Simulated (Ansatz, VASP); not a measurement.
# Ge4F in VASP and in Ansatz

```
CELL_PARAMETERS angstrom
4.03036 0.00000 0.00000
0.00000 4.03036 0.00000
0.00000 0.00000 21.74166
ATOMIC_POSITIONS crystal
Ge 0.00000 0.50000 0.18398
Ge 0.00000 0.00000 0.24952
Ge 0.50000 0.00000 0.31819
Ge 0.50000 0.50000 0.38367
F 0.00000 0.50000 0.49866
```

Alike in both runs: task single point; functional PBE; dispersion D3(BJ); k mesh 7 × 7 × 1; occupations gaussian, width 0.1 eV; no spin polarisation.

```csv
,VASP,Ansatz
version,VASP 6.6.1,Ansatz 0.2.0
potentials or method,"VASP PAW PBE potentials, release 64 (Ge_d, F), cutoff 520 eV","scalar-relativistic, plane waves, PAW"
valence electrons in the cell,63,63
```

|  | VASP | Ansatz | Ansatz less VASP |
| --- | --- | --- | --- |
| gap on the k mesh at the Fermi level (eV) | none | none | - |
| rms of the force components (eV/Å) | 0.636 | 0.636 | +0.0003 |

Atom by atom the forces differ by 0.002 eV/Å (rms over components). A gap of «none» marks a metal or a gap that the smearing closes.
